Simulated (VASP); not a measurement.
The system is RuCl2.

```
CELL_PARAMETERS angstrom
3.52634 0.00000 0.00000
-1.76317 3.05390 0.00000
0.00000 0.00000 5.68871
ATOMIC_POSITIONS crystal
Ru 0.00000 0.00000 0.00000
Cl 0.33333 0.66667 0.25200
Cl 0.66667 0.33333 0.74800
```

* Program: VASP 6.6.1
* Task: relaxation of cell and atoms
* Functional: PBE
* Potentials or basis: VASP PAW PBE potentials, release 64 (Ru_pv, Cl)
* Cutoff: 600 eV
* k mesh: 12 × 12 × 6
* Occupations: gaussian, width 0.05 eV
* Spin: no spin polarisation

At the start: pressure -4.7 GPa; volume 20.42 Å³/atom.

How do energy, volume and symmetry change on relaxing?

Over 14 steps the energy falls by 109.7 meV/atom and the volume is 23.38 Å³/atom (+14.5 %); space group P-3m1 (No. 164, to 0.1 Å) before and after.

Step by step:
| step | energy change (eV) | largest force (eV/Å) | pressure (GPa) | volume (Å³) |
| --- | --- | --- | --- | --- |
| 1 | 0.0000 | 1.5094 | -4.74 | 61.26 |
| 2 | -0.1723 | 0.1638 | 5.76 | 56.03 |
| 3 | -0.1822 | 0.4653 | 3.35 | 56.96 |
| 4 | -0.2696 | 0.2800 | 1.51 | 58.74 |
| 5 | -0.2887 | 0.1025 | 0.15 | 60.19 |
| 6 | -0.2890 | 0.1223 | 0.28 | 60.04 |
| 7 | -0.2943 | 0.1106 | 0.25 | 60.44 |
| 8 | -0.3071 | 0.0779 | 0.22 | 61.66 |
| 9 | -0.3220 | 0.0175 | 0.34 | 64.06 |
| 10 | -0.3257 | 0.1257 | 1.14 | 68.78 |
| 11 | -0.3289 | 0.0228 | 0.00 | 70.29 |
| 12 | -0.3290 | 0.0152 | 0.05 | 70.21 |
| 13 | -0.3291 | 0.0093 | 0.04 | 70.20 |
| 14 | -0.3292 | 0.0082 | 0.02 | 70.14 |

Final structure:
```xyz
3
Lattice="3.5976 0.0000 0.0000 -1.7988 3.1156 0.0000 0.0000 0.0000 6.2579" Properties=species:S:1:pos:R:3 pbc="T T T"
Ru    0.0000    0.0000    0.0000
Cl    0.0000    2.0770    1.2222
Cl    1.7988    1.0385    5.0357
```

Caveat: this functional lacks dispersion, which binds layers or chains, so the pressure and a relaxed spacing across them are unreliable.
